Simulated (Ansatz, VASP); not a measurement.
**One calculation of SrO, two programs**

The input INCAR:

```
PREC = Accurate
ENCUT = 520
EDIFF = 1E-6
ISMEAR = -1
SIGMA = 0.02
LREAL = False
LASPH = True
NELM = 100
ALGO = Normal
ISIF = 2
LWAVE = False
LCHARG = False
GGA = PE
NBANDS = 24
```

KPOINTS

```
regular mesh
0
Gamma
  12 12 4
```

File POSCAR:

```
SrO
1.0
    3.6092037796      0.0000000000      0.0000000000
   -1.8046018898      3.1256621606      0.0000000000
    0.0000000000      0.0000000000      6.2370145142
Sr O
2 2
Direct
    0.0000000000      0.0000000000      0.0000000000
    0.0000000000      0.0000000000      0.5000000000
    0.3333333333      0.6666666667      0.2500000000
    0.6666666667      0.3333333333      0.7500000000
```

Input for Ansatz:

```yaml
crystal:
  lattice:
    - [3.6092037796, 0.0, 0.0]
    - [-1.8046018898, 3.1256621606, 0.0]
    - [0.0, 0.0, 6.2370145142]
  atoms:
    - { symbol: Sr, position: [0.0, 0.0, 0.0] }
    - { symbol: Sr, position: [0.0, 0.0, 0.5] }
    - { symbol: O, position: [0.3333333333, 0.6666666667, 0.25] }
    - { symbol: O, position: [0.6666666667, 0.3333333333, 0.75] }
kpoints:
  mp_grid: { grid: [12, 12, 4] }
  band_path:
    path:
      - [0.0, 0.0, 0.0]
      - [0.5, 0.0, 0.0]
      - [0.3333333333, 0.3333333333, 0.0]
      - [0.0, 0.0, 0.5]
      - [0.5, 0.0, 0.5]
      - [0.3333333333, 0.3333333333, 0.5]
      - [-0.005208, 0.0, 0.0]
    npoints: 1
hamiltonian:
  xc: pbe
scf:
  occupations: { method: fermi_dirac, width: 0.02 }
  n_extra_bands: 5
output:
  forces: true
  stress: true
  eigenvalues: true
  write_density: true
  write_potential: true
  elf: true
  volumetric_format: npy
```

Change from the starting cell: epitaxial_xy strain +1.3%.

Alike in both runs: task single point; functional PBE; k mesh 12 × 12 × 4; occupations fermi-dirac, width 0.02 eV; no spin polarisation.

|  | VASP | Ansatz |
| --- | --- | --- |
| version | VASP 6.6.1 | Ansatz 0.2.0 |
| potentials or method | VASP PAW PBE potentials, release 64 (Sr_sv, O) | plane waves, PAW |
| plane-wave cutoff (eV) | 520 | 420 |
| valence electrons in the cell | 32 | 32 |

|  | VASP | Ansatz | Ansatz less VASP |
| --- | --- | --- | --- |
| gap on the k mesh at the Fermi level (eV) | 3.41 | 3.45 | +0.036 |
| pressure (GPa) | 0.7 | 0.1 | -0.55 |
| traceless stress, the component that is largest in VASP (GPa) | 2.25 | 2.14 | -0.114 |
